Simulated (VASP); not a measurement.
# MgCd2SeS2 (P4/mmm) in VASP: further runs, part 2 of 2

VASP 6.6.1. Earlier steps stand in the parts before.

### Step 3. Single point, PBE

This run uses another cell than the first one, of 25.27 Å³/atom.

Contents of INCAR:

```
ALGO = Normal ; EDIFF = 1E-6
ENCUT = 520 ; GGA = PE
ISIF = 2 ; ISMEAR = 0
LASPH = True ; LCHARG = False
LREAL = False ; LWAVE = False
NBANDS = 31 ; NELM = 80
PREC = Accurate ; SIGMA = 0.1
```

Contents of KPOINTS:

```
k-points
0
Gamma
  8 8 8
```

Contents of POSCAR:

```
MgCd2SeS2
1.0
    5.2733521741      0.0000000000      0.0000000000
    0.0000000000      5.2733521741      0.0000000000
    0.0000000000      0.0000000000      5.4523213445
Mg Cd Se S
1 2 1 2
Direct
    0.0000000000      0.0000000000      0.0000000000
    0.0000000000      0.5000000000      0.5000000000
    0.5000000000      0.0000000000      0.5000000000
    0.0000000000      0.0000000000      0.5000000000
    0.5000000000      0.5000000000      0.7586577804
    0.5000000000      0.5000000000      0.2413422196
```

Potentials or basis: VASP PAW PBE potentials, release 64 (Mg, Cd, Se, S).

On the command line:

```bash
> cat potpaw_PBE.64/Mg/POTCAR potpaw_PBE.64/Cd/POTCAR potpaw_PBE.64/Se/POTCAR potpaw_PBE.64/S/POTCAR > POTCAR
> mpirun -np 1 vasp_std > vasp.out
```

OUTCAR:

```text
EDIFF = 1E-6
   ENCUT = 520
   GGA = PE
   ISIF = 2
   ISMEAR = 0
   LASPH = True
   LREAL = False
   NELM = 80
   PREC = Accurate

 ion  position               nearest neighbor table
   1  0.000  0.000  0.000-   4 2.73   4 2.73
   2  0.000  0.500  0.500-   4 2.64   4 2.64   6 2.99   5 2.99   5 2.99   6 2.99   3 3.73   3 3.73
                             3 3.73   3 3.73
   3  0.500  0.000  0.500-   4 2.64   4 2.64   6 2.99   5 2.99   6 2.99   5 2.99   2 3.73   2 3.73
                             2 3.73   2 3.73
   4  0.000  0.000  0.500-   2 2.64   3 2.64   2 2.64   3 2.64   1 2.73   1 2.73
   5  0.500  0.500  0.759-   6 2.63   3 2.99   2 2.99   3 2.99   2 2.99
   6  0.500  0.500  0.241-   5 2.63   3 2.99   2 2.99   3 2.99   2 2.99

  LATTYP: Found a simple tetragonal cell.
 ALAT       =     5.2733521741
 C/A-ratio  =     1.0339384066

  Lattice vectors:

 A1 = (   5.2733521741,   0.0000000000,   0.0000000000)
 A2 = (   0.0000000000,   5.2733521741,   0.0000000000)
 A3 = (   0.0000000000,   0.0000000000,   5.4523213445)

Analysis of symmetry for initial positions (statically):
=====================================================================
 Subroutine PRICEL returns:
 Original cell was already a primitive cell.

 Routine SETGRP: Setting up the symmetry group for a
 simple tetragonal supercell.

 Subroutine GETGRP returns: Found 16 space group operations
 (whereof 16 operations were pure point group operations)
 out of a pool of 16 trial point group operations.

The static configuration has the point symmetry D_4h.

Analysis of symmetry for dynamics (positions and initial velocities):
=====================================================================
 Subroutine PRICEL returns:
[... 135 lines left out ...]
   IMIX   =      4    mixing-type and parameters
     AMIX     =   0.40;   BMIX     =  1.00
     AMIX_MAG =   1.60;   BMIX_MAG =  1.00
  volume/ion in A,a.u.               =      25.27       170.53
  Fermi-wavevector in a.u.,A,eV,Ry     =   1.083862  2.048203 15.983542  1.174757
  Thomas-Fermi vector in A             =   2.219938
   LORBIT       =      0    0 simple, 1 ext, 2 COOP (PROOUT), +10 PAW based schemes
   GGA     = PE    functional components
   LHFCALC =     F    Hartree Fock is set to
   AEXX    =    0.0000 exact exchange contribution
   IVDW    =     0    specifies the selected vdW correction
   LEPSILON=     F    determine dielectric tensor
   LRPA    =     F    only Hartree local field effects (RPA)
 non-spin polarized calculation
 Gauss-broadening in eV      SIGMA  =   0.10
  energy-cutoff  :      520.00
  volume of cell :      151.62
 maximum number of plane-waves:      4110
 NGX is ok and might be reduce to    40
   NGX = 19   NGY = 19   NGZ = 21

 number of electron      44.0000027 magnetization

 Free energy of the ion-electron system (eV)
  ---------------------------------------------------
  ext. energy  EPLUGINS =         0.00000000
  ---------------------------------------------------
  free energy    TOTEN  =       -15.02252785 eV

  energy without entropy =      -15.01645854  energy(sigma->0) =      -15.01949319

 E-fermi :   2.8162     XC(G=0):  -9.0598

 val. band max:        2.7617261799   @ k =   0.2500   0.1250   0.0000
 cond. band min:       2.8163562238   @ k =   0.2500   0.1250   0.1250
 fundamental gap:      0.0546300439
 Fermi energy:         2.8162093592

 k-point     1 :       0.0000    0.0000    0.0000
  band No.  band energies     occupation
      1     -11.8439      2.00000
      2     -10.3584      2.00000
      3      -7.9963      2.00000
      4      -6.1844      2.00000
      5      -6.0839      2.00000
      6      -6.0650      2.00000
[... 805 lines left out ...]
     30       8.0679      0.00000
     31       8.2598      0.00000

 [... further k-points ...]

------------------------ aborting loop because EDIFF is reached ----------------------------------------

  FORCE on cell =-STRESS in cart. coord.  units (eV):
  Direction    XX          YY          ZZ          XY          YZ          ZX
  --------------------------------------------------------------------------------------
  -------------------------------------------------------------------------------------
  Total        0.2473775      0.2473775      0.0002567      0.0000000      0.0000000      0.0000000
  in kB        2.6140612      2.6140612      0.0027127      0.0000000      0.0000000      0.0000000
  external PRESSURE =       1.7436117 kB  Pullay stress =       0.0000000 kB

 VOLUME and BASIS-vectors are now :
 -----------------------------------------------------------------------------
  energy-cutoff  :      520.00
  volume of cell :      151.62
      direct lattice vectors                 reciprocal lattice vectors
     5.273352174  0.000000000  0.000000000     0.189632698  0.000000000  0.000000000
     0.000000000  5.273352174  0.000000000     0.000000000  0.189632698  0.000000000
     0.000000000  0.000000000  5.452321344     0.000000000  0.000000000  0.183408119

 POSITION                                       TOTAL-FORCE (eV/Angst)
 -----------------------------------------------------------------------------------
      0.00000      0.00000      0.00000         0.000000     -0.000000     -0.000000
      0.00000      2.63668      2.72616         0.000000     -0.000000     -0.000000
      2.63668      0.00000      2.72616         0.000000     -0.000000     -0.000000
      0.00000      0.00000      2.72616         0.000000     -0.000000     -0.000000
      2.63668      2.63668      4.13645         0.000000     -0.000000      0.014728
      2.63668      2.63668      1.31588        -0.000000      0.000000     -0.014728
 -----------------------------------------------------------------------------------
    total drift:                                0.000000      0.000000     -0.000000

  FREE ENERGIE OF THE ION-ELECTRON SYSTEM (eV)
  ---------------------------------------------------
  free  energy   TOTEN  =       -15.0225278516 eV

  energy  without entropy=      -15.0164585354  energy(sigma->0) =      -15.01949319
```

OSZICAR:

```text
N       E                     dE             d eps       ncg     rms          rms(c)
DAV:   1     0.276986988569E+03    0.27699E+03   -0.20024E+04  4666   0.125E+03
DAV:   2     0.314020188693E+01   -0.27385E+03   -0.26003E+03  5260   0.292E+02
DAV:   3    -0.166212260334E+02   -0.19761E+02   -0.19439E+02  5678   0.752E+01
DAV:   4    -0.168936751462E+02   -0.27245E+00   -0.27215E+00  5177   0.845E+00
DAV:   5    -0.168982600083E+02   -0.45849E-02   -0.45841E-02  5904   0.105E+00    0.117E+01
DAV:   6    -0.150892712067E+02    0.18090E+01   -0.84158E+00  5863   0.142E+01    0.881E+00
DAV:   7    -0.150462383318E+02    0.43033E-01   -0.75224E-01  5203   0.426E+00    0.478E+00
DAV:   8    -0.150241513778E+02    0.22087E-01   -0.12825E-01  5337   0.173E+00    0.605E-01
DAV:   9    -0.150218956350E+02    0.22557E-02   -0.90789E-03  5758   0.462E-01    0.289E-01
DAV:  10    -0.150224215471E+02   -0.52591E-03   -0.38285E-03  5183   0.231E-01    0.115E-01
DAV:  11    -0.150224907403E+02   -0.69193E-04   -0.34567E-04  5471   0.973E-02    0.530E-02
DAV:  12    -0.150225260585E+02   -0.35318E-04   -0.12599E-04  5413   0.572E-02    0.112E-02
DAV:  13    -0.150225275914E+02   -0.15329E-05   -0.82468E-06  5388   0.181E-02    0.559E-03
DAV:  14    -0.150225278516E+02   -0.26017E-06   -0.12248E-06  4061   0.588E-03
   1 F= -.15022528E+02 E0= -.15019493E+02  d E =-.606932E-02
```

Wall time 8.1 min (1 thread of Intel Xeon 8259CL, shared host); peak memory 0.49 GiB.

What came out:

| Item | Value |
| --- | --- |
| Free energy | -15.0225 eV |
| Pressure | 0.2 GPa |
| Largest force | 0.015 eV/Å |
| Band gap on the k mesh | zero (bands 22 and 23 overlap by 1.85 eV) |

Forces in eV/Å, atoms in the order of the input:
```
Mg   0.000  0.000  0.000
Cd   0.000  0.000  0.000
Cd   0.000  0.000  0.000
Se   0.000  0.000  0.000
S    0.000  0.000  0.015
S    0.000  0.000 -0.015
```

Stress tensor (GPa, compression positive):
```
0.26 0.00 0.00
0.00 0.26 0.00
0.00 0.00 0.00
```
